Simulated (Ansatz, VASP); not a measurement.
ZnS: VASP beside Ansatz

```
Zn S
1.0
     3.80672    0.00000    0.00000
    -1.90336    3.29672    0.00000
     0.00000    0.00000    6.35504
Zn S
2 2
Cartesian
  0.0000 2.1978 0.0342
  1.9034 1.0989 3.2118
  0.0000 2.1978 2.4124
  1.9034 1.0989 5.5900
```

Change from the starting cell: strain +0.0175 x Voigt [0, 0, 1, 0, 0, 0], atoms carried along.

Alike in both runs: task single point; functional r2SCAN; k mesh 6 × 6 × 4; occupations gaussian, width 0.05 eV; no spin polarisation.

|  | VASP | Ansatz |
| --- | --- | --- |
| version | VASP 6.6.1 | Ansatz 0.2.0 |
| potentials or method | VASP PAW PBE potentials, release 64 (Zn, S), cutoff 520 eV | scalar-relativistic, plane waves, PAW |
| valence electrons in the cell | 36 | 36 |

```tsv
	VASP	Ansatz	Ansatz less VASP
gap on the k mesh at the Fermi level (eV)	2.66	2.65	-0.008
least direct gap on the mesh (eV)	2.66	2.65	-0.008
pressure (GPa)	-1.3	-1.3	-0.05
traceless stress, the component that is largest in VASP (GPa)	-1.63	-1.60	+0.032
rms of the force components (eV/Å)	0.058	0.051	-0.0071
```

VASP's potentials were made for PBE, not for r2SCAN. Atom by atom the forces differ by 0.007 eV/Å (rms over components).
